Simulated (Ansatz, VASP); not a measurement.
Two plane-wave programs on Si

POSCAR

```
Si
1.0
    0.0000000000      2.7221053413      2.7221053413
    2.7221053413      0.0000000000      2.7221053413
    2.7221053413      2.7221053413      0.0000000000
Si
2
Direct
    0.5000000000      0.5000000000      0.5000000000
    0.7500000000      0.7500000000      0.7500000000
```

The input INCAR.step1:

```
PREC = Accurate
ENCUT = 520
ISMEAR = 0
SIGMA = 0.05
LREAL = F
LASPH = T
NELM = 60
NBANDS = 11
GGA = PE
ALGO = Normal
EDIFF = 1E-4
LWAVE = T
LCHARG = F
```

INCAR.step2

```
PREC = Accurate
ENCUT = 520
EDIFF = 1E-7
ISMEAR = 0
SIGMA = 0.05
LREAL = F
LASPH = T
NELM = 60
ALGO = Normal
ISIF = 2
LWAVE = F
LCHARG = T
METAGGA = R2SCAN
LMIXTAU = T
LELF = T
LVHAR = T
NBANDS = 11
ISTART = 1
```

KPOINTS

```
regular mesh
0
Gamma
  10 10 10
```

Input for Ansatz:

```yaml
crystal:
  lattice:
    - [0.0, 2.7221053413, 2.7221053413]
    - [2.7221053413, 0.0, 2.7221053413]
    - [2.7221053413, 2.7221053413, 0.0]
  atoms:
    - { symbol: Si, position: [0.5, 0.5, 0.5] }
    - { symbol: Si, position: [0.75, 0.75, 0.75] }
basis:
  ecutwfc: 500
kpoints:
  mp_grid: { grid: [10, 10, 10] }
hamiltonian:
  xc: r2scan
scf:
  occupations: { method: gaussian, width: 0.05 }
output:
  forces: true
  stress: true
  eigenvalues: true
```

Alike in both runs: task single point; functional r2SCAN; k mesh 10 × 10 × 10; occupations gaussian, width 0.05 eV; no spin polarisation.

```csv
,VASP,Ansatz
version,VASP 6.6.1,Ansatz 0.2.0
potentials or method,"VASP PAW PBE potentials, release 64 (Si), cutoff 520 eV","scalar-relativistic, plane waves, PAW"
valence electrons in the cell,8,8
```

|  | VASP | Ansatz | Ansatz less VASP |
| --- | --- | --- | --- |
| gap on the k mesh at the Fermi level (eV) | 0.79 | 0.78 | -0.015 |
| least direct gap on the mesh (eV) | 2.75 | 2.74 | -0.016 |
| pressure (GPa) | -0.2 | 0.0 | +0.24 |

VASP's potentials were made for PBE, not for r2SCAN. The functional is the same, so the differences come from potentials, cutoffs and numerics.
